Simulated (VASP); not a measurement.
A run of VASP 6.6.1 is set up as follows.

Contents of INCAR:

```
PREC     = Accurate       # precision mode
ENCUT    = 520            # plane-wave cutoff, eV
EDIFF    = 1E-6           # SCF threshold, eV
ISMEAR   = 0              # smearing method
SIGMA    = 0.1            # smearing width, eV
LREAL    = F              # projectors in reciprocal space
LASPH    = T              # aspherical terms in the spheres
NELM     = 100            # most SCF steps
ALGO     = Normal         # electronic algorithm
ISIF     = 2              # what is computed and relaxed
LWAVE    = F              # write WAVECAR
LCHARG   = F              # write CHGCAR
GGA      = PE             # functional
NBANDS   = 16             # bands
```

Contents of KPOINTS:

```
Automatic mesh
0
Gamma
  14 14 8
```

POSCAR

```
ReP2
1.0
    3.0648105658      0.0000000000      0.0000000000
    0.0000000000      3.0648105658      0.0000000000
    0.0000000000      0.0000000000      5.4769166691
Re P
1 2
Direct
    0.0000000000      0.0000000000      0.0000000000
    0.5000000000      0.0000000000      0.3136019040
    0.0000000000      0.5000000000      0.6863980960
```

Potentials or basis: VASP PAW PBE potentials, release 64 (Re, P).

Launch:

```console
$ cat potpaw_PBE.64/Re/POTCAR potpaw_PBE.64/P/POTCAR > POTCAR
$ mpirun -np 1 vasp_std > vasp.out
```

(1) Predict the pressure.

(2) Estimate the largest force.

Answers

(1) 0.6 GPa.

(2) 0.073 eV/Å.
